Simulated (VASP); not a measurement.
Input of a VASP 6.6.1 run:

The input INCAR:

```
SYSTEM = NbSiO4
ALGO = Normal
EDIFF = 1E-7
EDIFFG = -0.01
ENCUT = 600
GGA = PE
IBRION = 2
ISIF = 3
ISMEAR = 0
ISPIN = 2
LASPH = .TRUE.
LCHARG = .FALSE.
LMAXMIX = 4
LORBIT = 11
LREAL = .FALSE.
LWAVE = .FALSE.
MAGMOM = 0 0 0.59 0.59 0.59 0.59
NELM = 150
NSW = 100
PREC = Accurate
SIGMA = 0.1
```

File KPOINTS:

```
k-points
0
G
  10 10 10
  0 0 0
```

File POSCAR:

```
NbSiO4
1.0
    0.0000000000      3.1220432581      3.1220432581
    3.1220432581      0.0000000000      3.1220432581
    3.1220432581      3.1220432581      0.0000000000
Nb Si O
1 1 4
Direct
    0.2500000000      0.2500000000      0.2500000000
    0.0000000000      0.0000000000      0.0000000000
    0.6245517412      0.6245517412      0.1263447765
    0.6245517412      0.1263447765      0.6245517412
    0.1263447765      0.6245517412      0.6245517412
    0.6245517412      0.6245517412      0.6245517412
```

Potentials or basis: VASP PAW PBE potentials, release 64 (Nb_sv, Si, O).

Command:

```sh
$ cat potpaw_PBE.64/Nb_sv/POTCAR potpaw_PBE.64/Si/POTCAR potpaw_PBE.64/O/POTCAR > POTCAR
$ mpirun -np 1 vasp_std > vasp.out
```

Task: What does it give for the net moment?

Result: 2.46 μB per cell.

Task: Estimate the site moments.

Result: Nb +0.06; Si +0.02; O +0.53 μB.

Final structure:
```xyz
6
Lattice="0.0000 3.1220 3.1220 3.1220 0.0000 3.1220 3.1220 3.1220 0.0000" Properties=species:S:1:pos:R:3 pbc="T T T"
Nb    1.5610    1.5610    1.5610
Si    0.0000    0.0000    0.0000
O     2.3443    2.3443    3.8998
O     2.3443    3.8998    2.3443
O     3.8998    2.3443    2.3443
O     3.8998    3.8998    3.8998
```
